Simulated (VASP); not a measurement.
Set up this calculation in VASP 6.6.1, as the native input.

| Property | Result |
| --- | --- |
| Task | relaxation of cell and atoms |
| Functional | PBE |
| Potentials or basis | VASP PAW PBE potentials, release 64 (Al, O) |
| Cutoff | 600 eV |
| k mesh | 12 × 12 × 10 |
| Occupations | gaussian, width 0.1 eV |
| Spin | collinear spin, ferromagnetic start |
| Starting moments | [0.0, 0.47, 0.47, 0.47, 0.47] μB |
| Dipole correction | no |
| Further INCAR settings | ALGO = Fast; EDIFF = 1e-06; IBRION = 2; EDIFFG = -0.01; NSW = 100; ISIF = 3 |

The structure of AlO4 lies in POSCAR:

```
AlO4
1.0
    4.0992188706      0.0000000000      0.0000000000
   -2.0496094353      3.5500276776      0.0000000000
    0.0000000000      0.0000000000      3.6125980301
Al O
1 4
Direct
    0.0000000000      0.0000000000      0.5000000000
    0.5000000000      0.0000000000      0.5000000000
    0.0000000000      0.5000000000      0.5000000000
    0.5000000000      0.5000000000      0.5000000000
    0.0000000000      0.0000000000      0.0000000000
```

The cell was built from a structure type or drawn by symmetry, and may not be a known phase.

These files were run (other wordings do the same):

INCAR

```
ALGO = Fast
EDIFF = 1E-6
EDIFFG = -0.01
ENCUT = 600
GGA = PE
IBRION = 2
ISIF = 3
ISMEAR = 0
ISPIN = 2
LASPH = True
LCHARG = False
LORBIT = 11
LREAL = False
LWAVE = False
MAGMOM = 0 0.47 0.47 0.47 0.47
NELM = 150
NSW = 100
PREC = Accurate
SIGMA = 0.1
```

KPOINTS

```
k-points
0
Gamma
  12 12 10
```

Potentials or basis: VASP PAW PBE potentials, release 64 (Al, O).

Run with:

```console
$ cat potpaw_PBE.64/Al/POTCAR potpaw_PBE.64/O/POTCAR > POTCAR
$ mpirun -np 1 vasp_std > vasp.out
```

It gave:

```json
{
  "Relaxed volume": "10.43 Å³/atom",
  "Relaxed cell": "a = 4.083 Å, b = 4.083 Å, c = 3.612 Å, α = 90.00°, β = 90.00°, γ = 120.00°",
  "Space group after relaxing (to 0.1 Å)": "P6/mmm (No. 191)",
  "Energy gained by relaxing": "0.4 meV/atom",
  "Ionic steps": "5",
  "Pressure after relaxing": "0.0 GPa",
  "Net moment": "1.82 μB per cell",
  "Site moments": "Al -0.02; O +0.30, +0.66 (each value once) μB",
  "Valence electrons inside the program's atomic spheres": "Al 0.64; O 4.77, 4.96 (each value once)"
}
```

Run time: 24 min on 1 thread of Oxide Virtual Turin-like Processor, on a shared host, peak memory 0.32 GiB.
